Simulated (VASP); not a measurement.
# Zn4Se3S (Pmm2) in VASP: single point with PBE

Aim: the single point of Zn4Se3S with PBE.

Everything below comes from runs of VASP 6.6.1. Logs are shortened: lines on timing, memory, paths and dates and some standing lists are left out, and cuts for length are marked.

## Step 1: The cell of the first run

Symmetry: Pmm2, No. 25, orthorhombic system. Conventional cell: a = 4.002 Å, b = 8.009 Å, c = 5.657 Å, α = 90.00°, β = 90.00°, γ = 90.00°. Within 3.1 Å of Zn (site symmetry m) lie 1 S at 2.37 Å and 3 Se at 2.47 to 2.49 Å. Zn (site symmetry mm2) has 2 S at 2.39 Å and 2 Se at 2.48 Å within 3.2 Å. Zn (site symmetry mm2) has 4 Se at 2.47 Å within 3.3 Å. Se (site symmetry m) has 4 Zn at 2.47 to 2.48 Å within 3.3 Å. Se (site symmetry mm2) has 4 Zn at 2.47 to 2.49 Å within 3.3 Å. Within 3.1 Å of S (site symmetry mm2) lie 4 Zn at 2.37 to 2.39 Å.

## Step 2: Single point, PBE

The input, POSCAR:

```
Zn4Se3S
1.0
    4.0015399401      0.0000000000      0.0000000000
    0.0000000000      8.0088896697      0.0000000000
    0.0000000000      0.0000000000      5.6569267423
Zn Se S
4 3 1
Direct
    0.0000000000      0.7407121059      0.9934721515
    0.5000000000      0.5000000000      0.5176930194
    0.0000000000      0.2592878941      0.9934721515
    0.5000000000      0.0000000000      0.4947535128
    0.5000000000      0.7448273870      0.2501231232
    0.5000000000      0.2551726130      0.2501231232
    0.0000000000      0.0000000000      0.7508930150
    0.0000000000      0.5000000000      0.7494699032
```

The input, INCAR.step1:

```
PREC = Accurate
ENCUT = 520
EDIFF = 1E-6
ISMEAR = 0
SIGMA = 0.02
LREAL = False
LASPH = True
NELM = 80
ALGO = Normal
ISIF = 2
LWAVE = False
LCHARG = True
GGA = PE
NBANDS = 46
```

The input, KPOINTS.step1:

```
Automatic mesh
0
Gamma
  8 4 6
```

The input, INCAR.step2:

```
PREC = Accurate
ENCUT = 520
EDIFF = 1E-6
ISMEAR = -5
SIGMA = 0.02
LREAL = False
LASPH = True
NELM = 80
ALGO = Normal
ISIF = 2
LWAVE = False
LCHARG = False
GGA = PE
LORBIT = 11
NBANDS = 46
NEDOS = 1001
ICHARG = 11
```

The input, KPOINTS.step2:

```
Automatic mesh
0
Gamma
  12 6 9
```

Potentials or basis: VASP PAW PBE potentials, release 64 (Zn, Se, S).

Command:

```
cat potpaw_PBE.64/Zn/POTCAR potpaw_PBE.64/Se/POTCAR potpaw_PBE.64/S/POTCAR > POTCAR
cp INCAR.step1 INCAR
cp KPOINTS.step1 KPOINTS
mpirun -np 1 vasp_std > vasp.out
cp INCAR.step2 INCAR
cp KPOINTS.step2 KPOINTS
mpirun -np 1 vasp_std > vasp.out
```

OUTCAR:

```text
PREC = Accurate
   ENCUT = 520
   EDIFF = 1E-6
   ISMEAR = -5
   LREAL = False
   LASPH = True
   NELM = 80
   ISIF = 2
   GGA = PE
   LORBIT = 11
   ICHARG = 11

 ion  position               nearest neighbor table
   1  0.000  0.741  0.993-   8 2.37   5 2.47   5 2.47   7 2.49
   2  0.500  0.500  0.518-   8 2.39   8 2.39   5 2.48   6 2.48
   3  0.000  0.259  0.993-   8 2.37   6 2.47   6 2.47   7 2.49
   4  0.500  0.000  0.495-   5 2.47   6 2.47   7 2.47   7 2.47
   5  0.500  0.745  0.250-   4 2.47   1 2.47   1 2.47   2 2.48
   6  0.500  0.255  0.250-   4 2.47   3 2.47   3 2.47   2 2.48
   7  0.000  0.000  0.751-   4 2.47   4 2.47   1 2.49   3 2.49
   8  0.000  0.500  0.749-   1 2.37   3 2.37   2 2.39   2 2.39

  LATTYP: Found a simple orthorhombic cell.
 ALAT       =     4.0015399401
 B/A-ratio  =     1.4136874371
 C/A-ratio  =     2.0014518884

  Lattice vectors:

 A1 = (  -4.0015399401,   0.0000000000,   0.0000000000)
 A2 = (   0.0000000000,   0.0000000000,   5.6569267423)
 A3 = (   0.0000000000,   8.0088896697,   0.0000000000)

Analysis of symmetry for initial positions (statically):
=====================================================================
 Subroutine PRICEL returns:
 Original cell was already a primitive cell.

 Routine SETGRP: Setting up the symmetry group for a
 simple orthorhombic supercell.

 Subroutine GETGRP returns: Found  4 space group operations
 (whereof  4 operations were pure point group operations)
 out of a pool of  8 trial point group operations.

The static configuration has the point symmetry C_2v.

Analysis of symmetry for dynamics (positions and initial velocities):
=====================================================================
 Subroutine PRICEL returns:
 Original cell was already a primitive cell.

 Routine SETGRP: Setting up the symmetry group for a
 simple orthorhombic supercell.

 Subroutine GETGRP returns: Found  4 space group operations
 (whereof  4 operations were pure point group operations)
 out of a pool of  8 trial point group operations.

The dynamic configuration has the point symmetry C_2v.

 Subroutine INISYM returns: Found  4 space group operations
 (whereof  4 operations are pure point group operations),
 and found     1 'primitive' translations

----------------------------------------------------------------------------------------

                                     Primitive cell

  volume of cell :     181.2926

  direct lattice vectors                    reciprocal lattice vectors
     4.001539940  0.000000000  0.000000000     0.249903791  0.000000000  0.000000000
     0.000000000  8.008889670  0.000000000     0.000000000  0.124861253  0.000000000
     0.000000000  0.000000000  5.656926742     0.000000000  0.000000000  0.176774430

  length of vectors
     4.001539940  8.008889670  5.656926742     0.249903791  0.124861253  0.176774430

  position of ions in fractional coordinates (direct lattice)
     0.000000000  0.740712106  0.993472152
     0.500000000  0.500000000  0.517693019
     0.000000000  0.259287894  0.993472152
     0.500000000  0.000000000  0.494753513
     0.500000000  0.744827387  0.250123123
     0.500000000  0.255172613  0.250123123
     0.000000000  0.000000000  0.750893015
     0.000000000  0.500000000  0.749469903

  ion indices of the primitive-cell ions
   primitive index   ion index
                 1           1
                 2           2
                 3           3
                 4           4
                 5           5
                 6           6
                 7           7
                 8           8

----------------------------------------------------------------------------------------

 KPOINTS: Automatic mesh

Automatic generation of k-mesh.
 Grid dimensions read from file:
 generate k-points for:   12    6    9

 Generating k-lattice:

  Cartesian coordinates                     Fractional coordinates (reciprocal lattice)
     0.020825316  0.000000000  0.000000000     0.083333333  0.000000000  0.000000000
     0.000000000  0.020810209  0.000000000     0.000000000  0.166666667  0.000000000
     0.000000000  0.000000000  0.019641603     0.000000000  0.000000000  0.111111111

  Length of vectors
     0.020825316  0.020810209  0.019641603

  Shift w.r.t. Gamma in fractional coordinates (k-lattice)
     0.000000000  0.000000000  0.000000000

 TETIRR: Found   1944 inequivalent tetrahedra from     3888

 Subroutine IBZKPT returns following result:
 ===========================================

 Found    140 irreducible k-points:

 Following reciprocal coordinates:
            Coordinates               Weight
  0.000000  0.000000  0.000000      1.000000
  0.083333  0.000000  0.000000      2.000000
  0.166667  0.000000  0.000000      2.000000
  0.250000  0.000000  0.000000      2.000000
  0.333333  0.000000  0.000000      2.000000
  0.416667  0.000000  0.000000      2.000000
[... 16 lines left out ...]
  0.083333  0.500000  0.000000      2.000000
  0.166667  0.500000  0.000000      2.000000
 [... further k-points ...]
   k-points           NKPTS =    140   k-points in BZ     NKDIM =    140   number of bands    NBANDS=     46
   number of dos      NEDOS =   1001   number of ions     NIONS =      8
   total plane-waves  NPLWV =  75600
   dimension x,y,z NGX =    30 NGY =   60 NGZ =   42
   dimension x,y,z NGXF=    60 NGYF=  120 NGZF=   84
   ions per type =               4   3   1
   NGX,Y,Z   is equivalent  to a cutoff of  12.46, 12.45, 12.34 a.u.
   NGXF,Y,Z  is equivalent  to a cutoff of  24.93, 24.91, 24.69 a.u.
 SYSTEM =  unknown system
   PREC   = accura    normal or accurate (medium, high low for compatibility)
   ISTART =      0    job   : 0-new  1-cont  2-samecut
   ICHARG =     11    charge: 1-file 2-atom 10-const
   ISPIN  =      1    spin polarized calculation?
   LNONCOLLINEAR =      F non collinear calculations
   LSORBIT =      F    spin-orbit coupling
   LASPH  =      T    aspherical Exc in radial PAW
   ENCUT  =  520.0 eV  38.22 Ry    6.18 a.u.   7.44 14.89 10.52*2*pi/ulx,y,z
   NELM   =     80;   NELMIN=  2; NELMDL=  0     # of ELM steps
   EDIFF  = 0.1E-05   stopping-criterion for ELM
   LREAL  =      F    real-space projection
   EDIFFG = 0.1E-04   stopping-criterion for IOM
   NSW    =      0    number of steps for IOM
   IBRION =     -1    ionic relax: 0-MD 1-quasi-New 2-CG
   NFREE  =      0    steps in history (QN), initial steepest desc. (CG)
   ISIF   =      2    stress and relaxation
   ISYM   =      2    0-nonsym 1-usesym 2-fastsym
   POTIM  = 0.5000    time-step for ionic-motion
   TEBEG  =    0.0;   TEEND  =   0.0 temperature during run
   PSTRESS=    0.0 pullay stress
   NELECT =      72.0000    total number of electrons
   NUPDOWN=      -1.0000    fix difference up-down
   EMIN   =  10.00;   EMAX   =-10.00  energy-range for DOS
   EFERMI =   0.00;   METHOD = LEGACY
   ISMEAR =    -5;   SIGMA  =   0.02  broadening in eV -4-tet -1-fermi 0-gaus
   EFERMI_NEDOS =   21; number of points for ismear=-14 and -15
   IALGO  =     38    algorithm
   IMIX   =      4    mixing-type and parameters
     AMIX     =   0.40;   BMIX     =  1.00
     AMIX_MAG =   1.60;   BMIX_MAG =  1.00
  volume/ion in A,a.u.               =      22.66       152.93
  Fermi-wavevector in a.u.,A,eV,Ry     =   1.203351  2.274004 19.701966  1.448054
  Thomas-Fermi vector in A             =   2.339107
   LORBIT       =     11    0 simple, 1 ext, 2 COOP (PROOUT), +10 PAW based schemes
   GGA     = PE    functional components
   LHFCALC =     F    Hartree Fock is set to
   AEXX    =    0.0000 exact exchange contribution
   IVDW    =     0    specifies the selected vdW correction
   LEPSILON=     F    determine dielectric tensor
   LRPA    =     F    only Hartree local field effects (RPA)
 non-spin polarized calculation
 Fermi weights with tetrahedron method with Bloechl corrections
  energy-cutoff  :      520.00
  volume of cell :      181.29
 maximum number of plane-waves:      4920
 NGX is ok and might be reduce to    30

 number of electron      72.0000051 magnetization

 Free energy of the ion-electron system (eV)
  ---------------------------------------------------
  ext. energy  EPLUGINS =         0.00000000
  ---------------------------------------------------
  free energy    TOTEN  =       -24.90091985 eV

  energy without entropy =      -24.90091985  energy(sigma->0) =      -24.90091985

 E-fermi :   1.5353     XC(G=0):  -9.2584

 val. band max:        1.5255089599   @ k =   0.0000   0.0000   0.0000
 cond. band min:       2.8078103187   @ k =   0.0000   0.0000   0.0000
 fundamental gap:      1.2823013588
 Fermi energy:         1.5352685773

 k-point     1 :       0.0000    0.0000    0.0000
  band No.  band energies     occupation
      1     -11.5698      2.00000
      2     -10.8269      2.00000
      3     -10.8075      2.00000
      4     -10.5357      2.00000
      5      -4.9575      2.00000
      6      -4.9563      2.00000
[... 38 lines left out ...]
     45       7.7083      0.00000
     46       7.9660      0.00000

 k-point     2 :       0.0833    0.0000    0.0000
  band No.  band energies     occupation
      1     -11.5399      2.00000
      2     -10.8101      2.00000
      3     -10.7897      2.00000
      4     -10.5350      2.00000
      5      -4.9581      2.00000
      6      -4.9458      2.00000
[... 1070 lines left out ...]
 k-point    24 :       0.1667    0.5000    0.0000
  band No.  band energies     occupation
      1     -11.2457      2.00000
      2     -11.1815      2.00000
      3     -10.5709      2.00000
      4     -10.5090      2.00000
      5      -4.9625      2.00000
      6      -4.9473      2.00000
[... 38 lines left out ...]
     45       8.7172      0.00000
     46       8.8691      0.00000

 [... further k-points ...]

------------------------ aborting loop because EDIFF is reached ----------------------------------------

  FORCE on cell =-STRESS in cart. coord.  units (eV):
  Direction    XX          YY          ZZ          XY          YZ          ZX
  --------------------------------------------------------------------------------------
  -------------------------------------------------------------------------------------
  Total        0.2668977      0.2599243      0.2713276      0.0000000      0.0000000      0.0000000
  in kB        2.3587142      2.2970869      2.3978636      0.0000000      0.0000000      0.0000000
  external PRESSURE =       2.3512216 kB  Pullay stress =       0.0000000 kB

 VOLUME and BASIS-vectors are now :
 -----------------------------------------------------------------------------
  energy-cutoff  :      520.00
  volume of cell :      181.29
      direct lattice vectors                 reciprocal lattice vectors
     4.001539940  0.000000000  0.000000000     0.249903791  0.000000000  0.000000000
     0.000000000  8.008889670  0.000000000     0.000000000  0.124861253  0.000000000
     0.000000000  0.000000000  5.656926742     0.000000000  0.000000000  0.176774430

 POSITION                                       TOTAL-FORCE (eV/Angst)
 -----------------------------------------------------------------------------------
      0.00000      5.93228      5.62000         0.000000     -0.003000     -0.004015
      2.00077      4.00444      2.92855        -0.000000     -0.000000      0.004766
      0.00000      2.07661      5.62000        -0.000000      0.003000     -0.004015
      2.00077      0.00000      2.79878        -0.000000     -0.000000     -0.000447
      2.00077      5.96524      1.41493        -0.000000     -0.001280      0.000683
      2.00077      2.04365      1.41493        -0.000000      0.001280      0.000683
      0.00000      0.00000      4.24775        -0.000000     -0.000000      0.001810
      0.00000      4.00444      4.23970        -0.000000     -0.000000      0.000536
 -----------------------------------------------------------------------------------
    total drift:                               -0.000000     -0.000000     -0.000656

  FREE ENERGIE OF THE ION-ELECTRON SYSTEM (eV)
  ---------------------------------------------------
  free  energy   TOTEN  =       -24.9009198510 eV

  energy  without entropy=      -24.9009198510  energy(sigma->0) =      -24.90091985

 total charge

# of ion       s       p       d       tot
------------------------------------------
    1        0.523   0.430   9.786  10.739
    2        0.516   0.423   9.788  10.727
    3        0.523   0.430   9.786  10.739
    4        0.530   0.434   9.784  10.748
    5        1.437   2.419   0.028   3.884
    6        1.437   2.419   0.028   3.884
    7        1.438   2.413   0.028   3.878
    8        1.319   2.404   0.000   3.723
--------------------------------------------------
tot          7.723  11.370  39.229  58.321
```

Run time: 29 min. Hardware: 1 thread of Oxide Virtual Turin-like, shared host; peak memory 0.88 GiB.

Results:

* Valence electrons inside the program's atomic spheres: Zn 10.74, 10.73, 10.75 (each value once); Se 3.88; S 3.72
